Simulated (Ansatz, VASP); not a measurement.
**One calculation of InSb, two programs**

Contents of INCAR:

```
PREC = Accurate
ENCUT = 520
EDIFF = 1E-8
ISMEAR = -1
SIGMA = 0.03
LREAL = F
LASPH = T
NELM = 100
ALGO = Normal
ISIF = 2
LWAVE = F
LCHARG = F
GGA = PE
LEFG = T
NBANDS = 16
```

File KPOINTS:

```
regular mesh
0
Gamma
  10 10 10
```

POSCAR

```
InSb
1.0
    0.0000000000      3.3026278931      3.3026278931
    3.3026278931      0.0000000000      3.3026278931
    3.3026278931      3.3026278931      0.0000000000
In Sb
1 1
Direct
    0.0000000000      0.0000000000      0.0000000000
    0.7500000000      0.7500000000      0.7500000000
```

Input for Ansatz:

```yaml
crystal:
  lattice:
    - [0.0, 3.3026278931, 3.3026278931]
    - [3.3026278931, 0.0, 3.3026278931]
    - [3.3026278931, 3.3026278931, 0.0]
  atoms:
    - { symbol: In, position: [0.0, 0.0, 0.0] }
    - { symbol: Sb, position: [0.75, 0.75, 0.75] }
kpoints:
  mp_grid: { grid: [10, 10, 10] }
scf:
  occupations: { method: fermi_dirac, width: 0.03 }
hamiltonian:
  xc: pbe
  pseudopotentials: { kind: all_electron, datasets: crystal }
output:
  forces: true
  stress: true
  eigenvalues: true
  efg: { contact_densities: true }
basis:
  xc_grid: 4
```

Alike in both runs: task electric field gradients; functional PBE; k mesh 10 × 10 × 10; occupations fermi-dirac, width 0.03 eV; no spin polarisation.

|  | VASP | Ansatz |
| --- | --- | --- |
| version | VASP 6.6.1 | Ansatz 0.2.0 |
| potentials or method | VASP PAW PBE potentials, release 64 (In_d, Sb), cutoff 520 eV | all-electron PAW with datasets made for the crystal, scalar-relativistic |

|  | VASP | Ansatz | Ansatz less VASP |
| --- | --- | --- | --- |
| gap on the k mesh at the Fermi level (eV) | none | none | - |
| pressure (GPa) | 0.5 | 0.5 | +0.03 |

A gap of «none» marks a metal or a gap that the smearing closes. Ansatz ran all-electron here, and VASP with PAW potentials.

Neither program's run includes spin-orbit coupling.
